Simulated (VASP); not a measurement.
Wanted: the native input for a VASP 6.6.1 run.

- Task: relaxation of cell and atoms
- Functional: LDA
- Potentials or basis: VASP PAW LDA potentials, release 64 (Be)
- Cutoff: 600 eV
- k mesh: 26 × 26 × 26
- Occupations: fermi-dirac, width 0.05 eV
- Spin: no spin polarisation
- Target pressure: 160 GPa
- Dipole correction: no
- Further INCAR settings: ALGO = Normal; EDIFF = 1e-06; IBRION = 2; EDIFFG = -0.005; NSW = 32; ISIF = 3

The structure of Be lies in POSCAR:

```
Be
1.0
   -1.0368005817      1.0368005817      1.0368005817
    1.0368005817     -1.0368005817      1.0368005817
    1.0368005817      1.0368005817     -1.0368005817
Be
1
Direct
    0.0000000000      0.0000000000      0.0000000000
```

The input as run:

INCAR

```
PREC     = Accurate       # precision mode
ENCUT    = 600            # plane-wave cutoff, eV
EDIFF    = 1E-6           # SCF threshold, eV
ISMEAR   = -1             # smearing method
SIGMA    = 0.05           # smearing width, eV
LREAL    = F              # projectors in reciprocal space
LASPH    = T              # aspherical terms in the spheres
NELM     = 80             # most SCF steps
ALGO     = Normal         # electronic algorithm
ISIF     = 3              # what is computed and relaxed
LWAVE    = F              # write WAVECAR
LCHARG   = F              # write CHGCAR
IBRION   = 2              # ionic algorithm
NSW      = 32             # ionic steps
EDIFFG   = -0.005         # ionic threshold
PSTRESS  = 1600.0
```

KPOINTS

```
Automatic mesh
0
Gamma
  26 26 26
```

Potentials or basis: VASP PAW LDA potentials, release 64 (Be).

Run with:

```console
$ cat potpaw_LDA.64/Be/POTCAR > POTCAR
$ mpirun -np 1 vasp_std > vasp.out
```

It gave:

```json
{"Relaxed volume": "4.47 Å³/atom", "Relaxed cell": "a = 1.798 Å, b = 1.798 Å, c = 1.798 Å, α = 109.47°, β = 109.47°, γ = 109.47°", "Space group after relaxing (to 0.05 Å)": "Im-3m (No. 229)", "Energy change on relaxing (the enthalpy is what falls)": "-15.2 meV/atom", "Ionic steps": "3", "Pressure after relaxing": "160.0 GPa", "Band gap on the k mesh": "zero (band 1 reaches 19.53 eV, above the bottom of band 2 at 11.30 eV)"}
```

Caveat: the cell is relaxed towards a set pressure, so the enthalpy falls and the energy may rise.

It took 4.3 s on 1 thread of Intel(R) Xeon(R) 6975P-C (Granite Rapids), with other jobs on the host, peak memory 0.12 GiB.
